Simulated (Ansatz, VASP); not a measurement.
## TlPt in VASP and in Ansatz

Contents of POSCAR:

```
TlPt
1.0
    5.6049989659      0.0000000000      0.0000000000
   -2.8024994829      4.8540714926      0.0000000000
    0.0000000000      0.0000000000      4.6390000000
Tl Pt
3 3
Direct
    0.5000000000      0.0000000000      0.0000000000
    0.5000000000      0.5000000000      0.0000000000
    0.0000000000      0.5000000000      0.0000000000
    0.0000000000      0.0000000000      0.0000000000
    0.3333333333      0.6666666667      0.5000000000
    0.6666666667      0.3333333333      0.5000000000
```

File INCAR.step1:

```
SYSTEM = TlPt
PREC = Accurate ; ENCUT = 520
ISMEAR = -1 ; SIGMA = 0.05
LREAL = .False. ; LASPH = .True.
NELM = 100 ; NBANDS = 44
GGA = PE ; ALGO = Normal
EDIFF = 1E-4 ; LWAVE = .True.
LCHARG = .False.
```

The input INCAR.step2:

```
SYSTEM = TlPt
PREC = Accurate ; ENCUT = 520
EDIFF = 1E-8 ; ISMEAR = -1
SIGMA = 0.05 ; LREAL = .False.
LASPH = .True. ; NELM = 100
ALGO = Normal ; ISIF = 2
LWAVE = .False. ; LCHARG = .False.
METAGGA = R2SCAN ; LMIXTAU = .True.
LEFG = .True. ; NBANDS = 44
ISTART = 1
```

Contents of KPOINTS:

```
regular mesh
0
Gamma
  7 7 7
  0 0 0
```

Input for Ansatz:

```yaml
crystal:
  lattice:
    - [5.6049989659, 0.0, 0.0]
    - [-2.8024994829, 4.8540714926, 0.0]
    - [0.0, 0.0, 4.639]
  atoms:
    - { symbol: Tl, position: [0.5, 0.0, 0.0] }
    - { symbol: Tl, position: [0.5, 0.5, 0.0] }
    - { symbol: Tl, position: [0.0, 0.5, 0.0] }
    - { symbol: Pt, position: [0.0, 0.0, 0.0] }
    - { symbol: Pt, position: [0.3333333333, 0.6666666667, 0.5] }
    - { symbol: Pt, position: [0.6666666667, 0.3333333333, 0.5] }
kpoints:
  mp_grid: { grid: [7, 7, 7] }
scf:
  occupations: { method: fermi_dirac, width: 0.05 }
hamiltonian:
  xc: r2scan
  pseudopotentials: { kind: paw }
output:
  forces: true
  stress: true
  populations: true
  efg: { contact_densities: true }
```

Alike in both runs: task electric field gradients; functional r2SCAN; k mesh 7 × 7 × 7; occupations fermi-dirac, width 0.05 eV; no spin polarisation.

```csv
,VASP,Ansatz
version,VASP 6.6.1,Ansatz 0.2.0
potentials or method,"VASP PAW PBE potentials, release 64 (Tl_d, Pt)","plane-wave PAW, scalar-relativistic"
plane-wave cutoff (eV),520,500
valence electrons in the cell,69,93
```

Ansatz gave:

| Item | Value |
| --- | --- |
| pressure (GPa) | 9.8 |
| traceless stress, the component that is largest in VASP (GPa) | -9.48 |
| size of Vzz on the site where it differs most (V/Å²) | 122.7 |

Question: Estimate VASP's values.

Answer: Pressure (GPa): 10.3; traceless stress, the component that is largest in VASP (GPa): -9.48; size of Vzz on the site where it differs most (V/Å²): 57.9.

VASP's potentials were made for PBE, not for r2SCAN. One of these differences is far larger than is usual between the two programs; its cause wasn't traced. With one functional, cell and mesh, what is left measures potentials, basis and numerics. VASP's potentials hold 69 valence electrons a cell and Ansatz's 93, so a difference there can come from the potentials and not from the codes.

Neither program's run includes spin-orbit coupling.
